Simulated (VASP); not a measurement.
# Bi in VASP: settings compared

The runs below take Bi through single point, with PBE, LDA, PBEsol.

All numbers are computed with VASP 6.6.1; they aren't measurements. Logs are shortened: lines on timing, memory, paths and dates and some standing lists are left out, and cuts for length are marked.

## Step 1: The cell of the first run

The cell holds a slab with vacuum, 3 atoms: a = 4.539 Å, b = 4.539 Å, c = 26.829 Å, α = 90.00°, β = 90.00°, γ = 120.00°.

## Step 2: Single point, PBE

Input file INCAR:

```
SYSTEM = Bi
ALGO     = Normal         ! electronic algorithm
EDIFF    = 1E-6           ! SCF threshold, eV
ENCUT    = 520            ! plane-wave cutoff, eV
GGA      = PE             ! functional
ISIF     = 2              ! what is computed and relaxed
ISMEAR   = -1             ! smearing method
LASPH    = .TRUE.         ! aspherical terms in the spheres
LCHARG   = .TRUE.         ! write CHGCAR
LELF     = .TRUE.         ! ELF
LREAL    = .FALSE.        ! projectors in reciprocal space
LVHAR    = .TRUE.       
LWAVE    = .FALSE.        ! write WAVECAR
NBANDS   = 30             ! bands
NELM     = 80             ! most SCF steps
PREC     = Accurate       ! precision mode
SIGMA    = 0.05           ! smearing width, eV
```

Input file KPOINTS:

```
k-points
0
G
  7 7 1
  0 0 0
```

Input file POSCAR:

```
Bi
1.0
    4.5390002997      0.0000000000      0.0000000000
   -2.2695001498      3.9308895674      0.0000000000
    0.0000000000      0.0000000000     26.8290000000
Bi
3
Direct
    0.3333333333      0.6666666666      0.2795482500
    0.6666666667      0.3333333334      0.5000000000
    0.3333333333      0.6666666666      0.7204517500
```

Potentials or basis: VASP PAW PBE potentials, release 64 (Bi_d).

On the command line:

```console
> cat potpaw_PBE.64/Bi_d/POTCAR > POTCAR
> mpirun -np 1 vasp_std > vasp.out
```

OUTCAR:

```text
SYSTEM = Bi
   EDIFF = 1E-6
   ENCUT = 520
   GGA = PE
   ISIF = 2
   ISMEAR = -1
   LASPH = .TRUE.
   LREAL = .FALSE.
   NELM = 80
   PREC = Accurate

 ion  position               nearest neighbor table
   1  0.333  0.667  0.280-
   2  0.667  0.333  0.500-
   3  0.333  0.667  0.720-

  LATTYP: Found a hexagonal cell.
 ALAT       =     4.5390002997
 C/A-ratio  =     5.9107729078

  Lattice vectors:

 A1 = (   4.5390002997,   0.0000000000,   0.0000000000)
 A2 = (  -2.2695001498,   3.9308895674,   0.0000000000)
 A3 = (   0.0000000000,   0.0000000000,  26.8290000000)

Analysis of symmetry for initial positions (statically):
=====================================================================
 Subroutine PRICEL returns:
 Original cell was already a primitive cell.

 Routine SETGRP: Setting up the symmetry group for a
 hexagonal supercell.

 Subroutine GETGRP returns: Found 12 space group operations
 (whereof 12 operations were pure point group operations)
 out of a pool of 24 trial point group operations.

The static configuration has the point symmetry D_3h.

Analysis of symmetry for dynamics (positions and initial velocities):
=====================================================================
 Subroutine PRICEL returns:
 Original cell was already a primitive cell.

 Routine SETGRP: Setting up the symmetry group for a
 hexagonal supercell.

 Subroutine GETGRP returns: Found 12 space group operations
 (whereof 12 operations were pure point group operations)
 out of a pool of 24 trial point group operations.

The dynamic configuration has the point symmetry D_3h.

 Subroutine INISYM returns: Found 12 space group operations
 (whereof 12 operations are pure point group operations),
 and found     1 'primitive' translations

----------------------------------------------------------------------------------------

                                     Primitive cell

  volume of cell :     478.6913

  direct lattice vectors                    reciprocal lattice vectors
     4.539000300  0.000000000  0.000000000     0.220312830  0.127197672  0.000000000
    -2.269500150  3.930889567  0.000000000     0.000000000  0.254395343  0.000000000
[... 63 lines left out ...]
   ICHARG =      2    charge: 1-file 2-atom 10-const
   ISPIN  =      1    spin polarized calculation?
   LNONCOLLINEAR =      F non collinear calculations
   LSORBIT =      F    spin-orbit coupling
   LASPH  =      T    aspherical Exc in radial PAW
   ENCUT  =  520.0 eV  38.22 Ry    6.18 a.u.   8.44  8.44 49.88*2*pi/ulx,y,z
   NELM   =     80;   NELMIN=  2; NELMDL= -5     # of ELM steps
   EDIFF  = 0.1E-05   stopping-criterion for ELM
   LREAL  =      F    real-space projection
   EDIFFG = 0.1E-04   stopping-criterion for IOM
   NSW    =      0    number of steps for IOM
   IBRION =     -1    ionic relax: 0-MD 1-quasi-New 2-CG
   NFREE  =      0    steps in history (QN), initial steepest desc. (CG)
   ISIF   =      2    stress and relaxation
   ISYM   =      2    0-nonsym 1-usesym 2-fastsym
   POTIM  = 0.5000    time-step for ionic-motion
   TEBEG  =    0.0;   TEEND  =   0.0 temperature during run
   PSTRESS=    0.0 pullay stress
   NELECT =      45.0000    total number of electrons
   NUPDOWN=      -1.0000    fix difference up-down
   EMIN   =  10.00;   EMAX   =-10.00  energy-range for DOS
   EFERMI =   0.00;   METHOD = LEGACY
   ISMEAR =    -1;   SIGMA  =   0.05  broadening in eV -4-tet -1-fermi 0-gaus
   EFERMI_NEDOS =   21; number of points for ismear=-14 and -15
   IALGO  =     38    algorithm
   IMIX   =      4    mixing-type and parameters
     AMIX     =   0.40;   BMIX     =  1.00
     AMIX_MAG =   1.60;   BMIX_MAG =  1.00
  volume/ion in A,a.u.               =     159.56      1076.79
  Fermi-wavevector in a.u.,A,eV,Ry     =   0.744379  1.406671  7.538979  0.554099
  Thomas-Fermi vector in A             =   1.839716
   LORBIT       =      0    0 simple, 1 ext, 2 COOP (PROOUT), +10 PAW based schemes
   GGA     = PE    functional components
   LHFCALC =     F    Hartree Fock is set to
   AEXX    =    0.0000 exact exchange contribution
   IVDW    =     0    specifies the selected vdW correction
   LEPSILON=     F    determine dielectric tensor
   LRPA    =     F    only Hartree local field effects (RPA)
 non-spin polarized calculation
  energy-cutoff  :      520.00
  volume of cell :      478.69
 maximum number of plane-waves:     13005
 NGX is ok and might be reduce to    36
   NGX = 17   NGY = 17   NGZ = 99

 number of electron      44.9999995 magnetization

 Free energy of the ion-electron system (eV)
  ---------------------------------------------------
  ext. energy  EPLUGINS =         0.00000000
  ---------------------------------------------------
  free energy    TOTEN  =        -4.89500141 eV

  energy without entropy =       -4.81737592  energy(sigma->0) =       -4.85618866

 E-fermi :  -2.3010     XC(G=0):  -3.6997

 val. band max:       -2.3636569065   @ k =   0.2857  -0.0000   0.0000
 cond. band min:      -2.2881751792   @ k =   0.2857   0.1429   0.0000
 fundamental gap:      0.0754817274
 Fermi energy:        -2.3010267882

 k-point     1 :       0.0000    0.0000    0.0000
  band No.  band energies     occupation
      1     -25.1622      2.00000
      2     -25.1622      2.00000
      3     -25.1582      2.00000
      4     -25.1582      2.00000
      5     -25.1582      2.00000
      6     -25.1582      2.00000
[... 253 lines left out ...]
     29       3.0417      0.00000
     30       3.2823      0.00000

------------------------ aborting loop because EDIFF is reached ----------------------------------------

  FORCE on cell =-STRESS in cart. coord.  units (eV):
  Direction    XX          YY          ZZ          XY          YZ          ZX
  --------------------------------------------------------------------------------------
  -------------------------------------------------------------------------------------
  Total       -9.4832669     -9.4832669     -0.4237266     -0.0000000      0.0000000      0.0000000
  in kB      -31.7404455    -31.7404455     -1.4182106     -0.0000000      0.0000000      0.0000000
  external PRESSURE =     -21.6330339 kB  Pullay stress =       0.0000000 kB

 VOLUME and BASIS-vectors are now :
 -----------------------------------------------------------------------------
  energy-cutoff  :      520.00
  volume of cell :      478.69
      direct lattice vectors                 reciprocal lattice vectors
     4.539000300  0.000000000  0.000000000     0.220312830  0.127197672  0.000000000
    -2.269500150  3.930889567  0.000000000     0.000000000  0.254395343  0.000000000
     0.000000000  0.000000000 26.829000000     0.000000000  0.000000000  0.037273100

 POSITION                                       TOTAL-FORCE (eV/Angst)
 -----------------------------------------------------------------------------------
      0.00000      2.62059      7.50000        -0.000000      0.000000      0.032282
      2.26950      1.31030     13.41450        -0.000000      0.000000      0.000000
      0.00000      2.62059     19.32900         0.000000     -0.000000     -0.032282
 -----------------------------------------------------------------------------------
    total drift:                                0.000000      0.000000     -0.000000

  FREE ENERGIE OF THE ION-ELECTRON SYSTEM (eV)
  ---------------------------------------------------
  free  energy   TOTEN  =        -4.8950014074 eV

  energy  without entropy=       -4.8173759209  energy(sigma->0) =       -4.85618866
```

OSZICAR:

```text
N       E                     dE             d eps       ncg     rms          rms(c)
DAV:   1     0.370905107730E+03    0.37091E+03   -0.20147E+04   608   0.116E+03
DAV:   2     0.231828000699E+02   -0.34772E+03   -0.34406E+03   556   0.318E+02
DAV:   3    -0.386824140600E+01   -0.27051E+02   -0.26633E+02   554   0.110E+02
DAV:   4    -0.484923660007E+01   -0.98100E+00   -0.97942E+00   616   0.218E+01
DAV:   5    -0.490107028213E+01   -0.51834E-01   -0.51833E-01   668   0.414E+00    0.948E-01
DAV:   6    -0.488819734022E+01    0.12873E-01   -0.63794E-02   546   0.158E+00    0.620E-01
DAV:   7    -0.491936546737E+01   -0.31168E-01   -0.24761E-01   534   0.113E+00    0.104E+00
DAV:   8    -0.489317414375E+01    0.26191E-01   -0.19693E-01   558   0.478E-01    0.142E-01
DAV:   9    -0.489440685135E+01   -0.12327E-02   -0.52432E-03   534   0.566E-01    0.606E-02
DAV:  10    -0.489486472640E+01   -0.45788E-03   -0.43921E-04   568   0.921E-02    0.240E-02
DAV:  11    -0.489497361288E+01   -0.10889E-03   -0.14478E-04   516   0.502E-02    0.595E-03
DAV:  12    -0.489498370365E+01   -0.10091E-04   -0.97537E-06   516   0.105E-02    0.231E-03
DAV:  13    -0.489499573927E+01   -0.12036E-04   -0.54338E-06   400   0.844E-03    0.120E-03
DAV:  14    -0.489499743388E+01   -0.16946E-05   -0.35749E-07   356   0.367E-03    0.522E-04
DAV:  15    -0.489500063511E+01   -0.32012E-05   -0.64773E-07   384   0.244E-03    0.360E-04
DAV:  16    -0.489500140736E+01   -0.77225E-06   -0.60974E-08   336   0.105E-03
   1 F= -.48950014E+01 E0= -.48561887E+01  d E =-.776255E-01
```

Wall time 2.2 min (1 thread of Intel Xeon Platinum 8488C (Sapphire Rapids), shared host); peak memory 0.56 GiB.

Results:

- Free energy: -4.8950 eV
- Largest force: 0.032 eV/Å

Forces in eV/Å, atoms in the order of the input:
```
Bi   0.000  0.000  0.032
Bi   0.000  0.000  0.000
Bi   0.000  0.000 -0.032
```

Levels at points of the mesh, in eV from the Fermi level:
```
           k point  band 19  band 20  band 21  band 22  band 23  band 24
(0.00, 0.00, 0.00)    -0.78    -0.62    -0.43     1.39     1.39     1.40
```

Caveat: spin-orbit coupling is left out, which moves the levels of the heavy elements.

## Step 3: Single point, LDA

Input file INCAR:

```
SYSTEM = Bi
PREC = Accurate ; ENCUT = 520
EDIFF = 1E-6 ; ISMEAR = -1
SIGMA = 0.05 ; LREAL = .False.
LASPH = .True. ; NELM = 100
ALGO = Normal ; ISIF = 2
LWAVE = .False. ; LCHARG = .True.
LELF = .True. ; LVHAR = .True.
NBANDS = 30
```

Input file KPOINTS:

```
regular mesh
0
Gamma
  7 7 1
  0 0 0
```

POSCAR is that of step 2.

Potentials or basis: VASP PAW LDA potentials, release 64 (Bi_d).

On the command line:

```console
> cat potpaw_LDA.64/Bi_d/POTCAR > POTCAR
> mpirun -np 1 vasp_std > vasp.out
```

OUTCAR:

```text
SYSTEM = Bi
   PREC = Accurate
   ENCUT = 520
   EDIFF = 1E-6
   ISMEAR = -1
   LREAL = .False.
   LASPH = .True.
   NELM = 100
   ISIF = 2

 ion  position               nearest neighbor table
   1  0.333  0.667  0.280-
   2  0.667  0.333  0.500-
   3  0.333  0.667  0.720-

  LATTYP: Found a hexagonal cell.
 ALAT       =     4.5390002997
 C/A-ratio  =     5.9107729078

  Lattice vectors:

 A1 = (   4.5390002997,   0.0000000000,   0.0000000000)
 A2 = (  -2.2695001498,   3.9308895674,   0.0000000000)
 A3 = (   0.0000000000,   0.0000000000,  26.8290000000)

Analysis of symmetry for initial positions (statically):
=====================================================================
 Subroutine PRICEL returns:
 Original cell was already a primitive cell.

 Routine SETGRP: Setting up the symmetry group for a
 hexagonal supercell.

 Subroutine GETGRP returns: Found 12 space group operations
 (whereof 12 operations were pure point group operations)
 out of a pool of 24 trial point group operations.

The static configuration has the point symmetry D_3h.

Analysis of symmetry for dynamics (positions and initial velocities):
=====================================================================
 Subroutine PRICEL returns:
 Original cell was already a primitive cell.

 Routine SETGRP: Setting up the symmetry group for a
 hexagonal supercell.

 Subroutine GETGRP returns: Found 12 space group operations
 (whereof 12 operations were pure point group operations)
 out of a pool of 24 trial point group operations.

The dynamic configuration has the point symmetry D_3h.

 Subroutine INISYM returns: Found 12 space group operations
[... 92 lines left out ...]
   PSTRESS=    0.0 pullay stress
   NELECT =      45.0000    total number of electrons
   NUPDOWN=      -1.0000    fix difference up-down
   EMIN   =  10.00;   EMAX   =-10.00  energy-range for DOS
   EFERMI =   0.00;   METHOD = LEGACY
   ISMEAR =    -1;   SIGMA  =   0.05  broadening in eV -4-tet -1-fermi 0-gaus
   EFERMI_NEDOS =   21; number of points for ismear=-14 and -15
   IALGO  =     38    algorithm
   IMIX   =      4    mixing-type and parameters
     AMIX     =   0.40;   BMIX     =  1.00
     AMIX_MAG =   1.60;   BMIX_MAG =  1.00
  volume/ion in A,a.u.               =     159.56      1076.79
  Fermi-wavevector in a.u.,A,eV,Ry     =   0.744379  1.406671  7.538979  0.554099
  Thomas-Fermi vector in A             =   1.839716
   LORBIT       =      0    0 simple, 1 ext, 2 COOP (PROOUT), +10 PAW based schemes
   GGA     = CA    functional components
   LHFCALC =     F    Hartree Fock is set to
   AEXX    =    0.0000 exact exchange contribution
   IVDW    =     0    specifies the selected vdW correction
   LEPSILON=     F    determine dielectric tensor
   LRPA    =     F    only Hartree local field effects (RPA)
 non-spin polarized calculation
  energy-cutoff  :      520.00
  volume of cell :      478.69
 maximum number of plane-waves:     13005
 NGX is ok and might be reduce to    36
   NGX = 17   NGY = 17   NGZ = 99

 number of electron      44.9999995 magnetization

 Free energy of the ion-electron system (eV)
  ---------------------------------------------------
  ext. energy  EPLUGINS =         0.00000000
  ---------------------------------------------------
  free energy    TOTEN  =        -5.35084817 eV

  energy without entropy =       -5.27330022  energy(sigma->0) =       -5.31207419

 E-fermi :  -2.5611     XC(G=0):  -3.8898

 val. band max:       -2.6201318842   @ k =   0.2857  -0.0000   0.0000
 cond. band min:      -2.5482872495   @ k =   0.4286  -0.0000   0.0000
 fundamental gap:      0.0718446347
 Fermi energy:        -2.5611125476

 k-point     1 :       0.0000    0.0000    0.0000
  band No.  band energies     occupation
      1     -25.3764      2.00000
      2     -25.3764      2.00000
      3     -25.3716      2.00000
      4     -25.3716      2.00000
      5     -25.3716      2.00000
      6     -25.3716      2.00000
[... 253 lines left out ...]
     29       2.7402      0.00000
     30       3.0164      0.00000

------------------------ aborting loop because EDIFF is reached ----------------------------------------

  FORCE on cell =-STRESS in cart. coord.  units (eV):
  Direction    XX          YY          ZZ          XY          YZ          ZX
  --------------------------------------------------------------------------------------
  -------------------------------------------------------------------------------------
  Total      -10.5777948    -10.5777948     -0.6353241     -0.0000000     -0.0000000     -0.0000000
  in kB      -35.4038246    -35.4038246     -2.1264266     -0.0000000     -0.0000000     -0.0000000
  external PRESSURE =     -24.3113586 kB  Pullay stress =       0.0000000 kB

 VOLUME and BASIS-vectors are now :
 -----------------------------------------------------------------------------
  energy-cutoff  :      520.00
  volume of cell :      478.69
      direct lattice vectors                 reciprocal lattice vectors
     4.539000300  0.000000000  0.000000000     0.220312830  0.127197672  0.000000000
    -2.269500150  3.930889567  0.000000000     0.000000000  0.254395343  0.000000000
     0.000000000  0.000000000 26.829000000     0.000000000  0.000000000  0.037273100

 POSITION                                       TOTAL-FORCE (eV/Angst)
 -----------------------------------------------------------------------------------
      0.00000      2.62059      7.50000        -0.000000     -0.000000      0.050258
      2.26950      1.31030     13.41450         0.000000      0.000000      0.000000
      0.00000      2.62059     19.32900         0.000000     -0.000000     -0.050258
 -----------------------------------------------------------------------------------
    total drift:                                0.000000      0.000000     -0.000000

  FREE ENERGIE OF THE ION-ELECTRON SYSTEM (eV)
  ---------------------------------------------------
  free  energy   TOTEN  =        -5.3508481691 eV

  energy  without entropy=       -5.2733002164  energy(sigma->0) =       -5.31207419
```

OSZICAR:

```text
N       E                     dE             d eps       ncg     rms          rms(c)
DAV:   1     0.373290037946E+03    0.37329E+03   -0.20126E+04   608   0.116E+03
DAV:   2     0.227999183324E+02   -0.35049E+03   -0.34699E+03   564   0.319E+02
DAV:   3    -0.436807310235E+01   -0.27168E+02   -0.26796E+02   554   0.110E+02
DAV:   4    -0.535897105102E+01   -0.99090E+00   -0.98909E+00   588   0.222E+01
DAV:   5    -0.541610653849E+01   -0.57135E-01   -0.57134E-01   680   0.437E+00    0.107E+00
DAV:   6    -0.536769899994E+01    0.48408E-01   -0.93461E-02   540   0.172E+00    0.685E-01
DAV:   7    -0.540509468204E+01   -0.37396E-01   -0.42661E-01   528   0.932E-01    0.139E+00
DAV:   8    -0.535021987151E+01    0.54875E-01   -0.32383E-01   564   0.678E-01    0.139E-01
DAV:   9    -0.535053155027E+01   -0.31168E-03   -0.60846E-03   560   0.544E-01    0.696E-02
DAV:  10    -0.535072325919E+01   -0.19171E-03   -0.67055E-04   554   0.938E-02    0.311E-02
DAV:  11    -0.535080894232E+01   -0.85683E-04   -0.96589E-05   542   0.410E-02    0.887E-03
DAV:  12    -0.535081925221E+01   -0.10310E-04   -0.15598E-05   590   0.117E-02    0.313E-03
DAV:  13    -0.535083622154E+01   -0.16969E-04   -0.47208E-06   394   0.941E-03    0.163E-03
DAV:  14    -0.535084032635E+01   -0.41048E-05   -0.78925E-07   396   0.488E-03    0.819E-04
DAV:  15    -0.535084546472E+01   -0.51384E-05   -0.10948E-06   386   0.264E-03    0.416E-04
DAV:  16    -0.535084659571E+01   -0.11310E-05   -0.12540E-07   336   0.166E-03    0.314E-04
DAV:  17    -0.535084801731E+01   -0.14216E-05   -0.32942E-07   354   0.184E-03    0.241E-04
DAV:  18    -0.535084816906E+01   -0.15174E-06   -0.36427E-08   348   0.124E-03
   1 F= -.53508482E+01 E0= -.53120742E+01  d E =-.775480E-01
```

Wall time 2.3 min (1 thread of Intel Xeon Platinum 8488C (Sapphire Rapids), shared host); peak memory 0.43 GiB.

Results:

- Free energy: -5.3508 eV
- Largest force: 0.050 eV/Å

Forces in eV/Å, atoms in the order of the input:
```
Bi   0.000  0.000  0.050
Bi   0.000  0.000  0.000
Bi   0.000  0.000 -0.050
```

Caveat: spin-orbit coupling is left out, which moves the levels of the heavy elements.

(Continued in part 2 of 2.)
